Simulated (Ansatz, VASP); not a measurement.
## Two plane-wave programs on CuO

```
Cu O
1.0
     2.43844   -1.78194    0.00000
     2.43844    1.78194    0.00000
    -0.89498    0.00000    5.05944
Cu O
2 2
Direct
  0.49680 0.00320 0.50000
  0.00320 0.49680 0.00000
  0.40560 0.57140 0.75370
  0.57140 0.40560 0.25370
```

Alike in both runs: functional PBEsol; k mesh 8 × 8 × 5; occupations fermi-dirac, width 0.05 eV; no spin polarisation.

|  | VASP | Ansatz |
| --- | --- | --- |
| version | VASP 6.6.1 | Ansatz 0.2.0 |
| potentials or method | VASP PAW PBE potentials, release 64 (Cu_sv_GW, O) | Ansatz PAW |
| plane-wave cutoff (eV) | 700 | 420 |
| valence electrons in the cell | 50 | 50 |
| task | single point | band structure |

VASP gave:

| Quantity | Value |
| --- | --- |
| gap on the k mesh at the Fermi level (eV) | none |
| pressure (GPa) | -15.7 |
| traceless stress, the component that is largest in VASP (GPa) | 3.51 |
| rms of the force components (eV/Å) | 0.375 |

Q: What did Ansatz give for the same quantities?

A: gap on the k mesh at the Fermi level (eV): none; pressure (GPa): -13.0; traceless stress, the component that is largest in VASP (GPa): 3.53; rms of the force components (eV/Å): 0.371.

VASP's potentials were made for PBE, not for PBEsol. Atom by atom the forces differ by 0.007 eV/Å (rms over components). A gap of «none» marks a metal or a gap that the smearing closes. The functional is the same, so the differences come from potentials, cutoffs and numerics.
